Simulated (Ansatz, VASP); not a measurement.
# Ti: VASP beside Ansatz

```
Ti
1.0
     4.56737    0.00000    0.00000
    -2.28369    3.95546    0.00000
     0.00000    0.00000    2.82624
Ti
3
Direct
  0.00000 0.00000 0.00000
  0.33333 0.66667 0.50000
  0.66667 0.33333 0.50000
```

Alike in both runs: task single point; functional PBE; k mesh 6 × 6 × 6; occupations gaussian, width 0.1 eV; no spin polarisation.

```csv
,VASP,Ansatz
version,VASP 6.6.1,Ansatz 0.2.0
potentials or method,"VASP PAW PBE potentials, release 64 (Ti_sv), cutoff 520 eV","scalar-relativistic, plane waves, PAW"
valence electrons in the cell,36,36
```

Ansatz gave:

```
gap on the k mesh at the Fermi level (eV)                     : none
pressure (GPa)                                                : 1.0
traceless stress, the component that is largest in VASP (GPa) : -0.09
```

Estimate VASP's values.

gap on the k mesh at the Fermi level (eV): none; pressure (GPa): 0.7; traceless stress, the component that is largest in VASP (GPa): -0.08.

A gap of «none» marks a metal or a gap that the smearing closes. With one functional, cell and mesh, what is left measures potentials, basis and numerics.

The k mesh is coarse, so the values compare programs but aren't converged.
